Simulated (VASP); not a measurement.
RbBr:

```
CELL_PARAMETERS angstrom
4.19662 0.00000 0.00000
0.00000 4.19662 0.00000
0.00000 0.00000 4.19662
ATOMIC_POSITIONS crystal
Rb 0.00000 0.00000 0.00000
Br 0.50000 0.50000 0.50000
```

```yaml
Program: VASP 6.6.1
Task: relaxation of cell and atoms
Functional: LDA
Potentials_or_basis: VASP PAW LDA potentials, release 64 (Rb_sv, Br)
Cutoff: 600 eV
k_mesh: 6 × 6 × 6
Occupations: fermi-dirac, width 0.02 eV
Spin: no spin polarisation
```

At the start: pressure -2.5 GPa; volume 36.95 Å³/atom.

Q: How do energy, volume and symmetry change on relaxing?

A: Over 18 steps the energy falls by 51.0 meV/atom and the volume is 31.34 Å³/atom (-15.2 %); space group Pm-3m (No. 221, to 0.05 Å).

Step by step:
| step | energy change (eV) | largest force (eV/Å) | pressure (GPa) | volume (Å³) |
| --- | --- | --- | --- | --- |
| 1 | 0.0000 | 0.0000 | -2.45 | 73.91 |
| 2 | -0.0746 | 0.0000 | -1.51 | 68.02 |
| 3 | -0.1016 | 0.0000 | -0.23 | 63.31 |
| 4 | -0.1020 | 0.0000 | 0.03 | 62.56 |
| 5 | -0.1020 | 0.0000 | -0.04 | 62.78 |
| 6 | -0.1020 | 0.0000 | -0.05 | 62.78 |
| 7 | -0.1020 | 0.0000 | -0.04 | 62.77 |
| 8 | -0.1020 | 0.0000 | -0.04 | 62.77 |
| 9 | -0.1020 | 0.0000 | -0.04 | 62.77 |
| 10 | -0.1020 | 0.0000 | -0.04 | 62.77 |
| 11 | -0.1020 | 0.0000 | -0.04 | 62.77 |
| 12 | -0.1020 | 0.0000 | -0.04 | 62.77 |
| 13 | -0.1020 | 0.0000 | -0.05 | 62.77 |
| 14 | -0.1020 | 0.0000 | -0.04 | 62.77 |
| 15 | -0.1020 | 0.0000 | -0.04 | 62.76 |
| 16 | -0.1020 | 0.0000 | -0.03 | 62.75 |
| 17 | -0.1020 | 0.0000 | -0.03 | 62.73 |
| 18 | -0.1020 | 0.0000 | -0.01 | 62.69 |

Final structure:
```
Rb Br
1.0
     3.97242    0.00000    0.00000
     0.00000    3.97242    0.00000
     0.00000    0.00000    3.97242
Rb Br
1 1
Direct
  0.00000 0.00000 0.00000
  0.50000 0.50000 0.50000
```

Caveat: the volume moved by over 15 % at a fixed basis, so the end points are rough.
